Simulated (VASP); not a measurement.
HfO2, 3 atoms in the cell. Symmetry: I4/mmm, No. 139, tetragonal system. The conventional cell has a = 3.529 Å, b = 3.529 Å, c = 4.532 Å, α = 90.00°, β = 90.00°, γ = 90.00°. Hf (site symmetry 4/mmm) has 8 O at 2.10 Å within 2.8 Å. Within 2.8 Å of O (site symmetry -4m2) lie 4 Hf at 2.10 Å and 6 O at 2.27 to 2.50 Å.  This cell differs from its parent crystal: volume 9.407 Å^3 an atom, c/a of the conventional cell 0.9080.

```yaml
Program: VASP 6.6.1
Task: single point
Functional: PBEsol
Potentials_or_basis: VASP PAW PBE potentials, release 64 (Hf_pv, O)
Cutoff: 520 eV
k_mesh: 8 × 8 × 8
Occupations: gaussian, width 0.05 eV
Spin: no spin polarisation
Dipole_correction: no
Further_INCAR_settings: ALGO = Normal; EDIFF = 1e-06; NBANDS = 18
```

Potentials or basis: VASP PAW PBE potentials, release 64 (Hf_pv, O).

Command:

```console
$ cat potpaw_PBE.64/Hf_pv/POTCAR potpaw_PBE.64/O/POTCAR > POTCAR
$ mpirun -np 1 vasp_std > vasp.out
```

Hardware: 1 thread of Intel(R) Xeon(R) 6975P-C (Granite Rapids), on a shared host.

Problem. How long does it take, and how much memory?

Solution. It took 24 s on 1 thread of Intel(R) Xeon(R) 6975P-C (Granite Rapids), on a shared host, peak memory 0.16 GiB. Counts: scf iterations 13, k points 59.
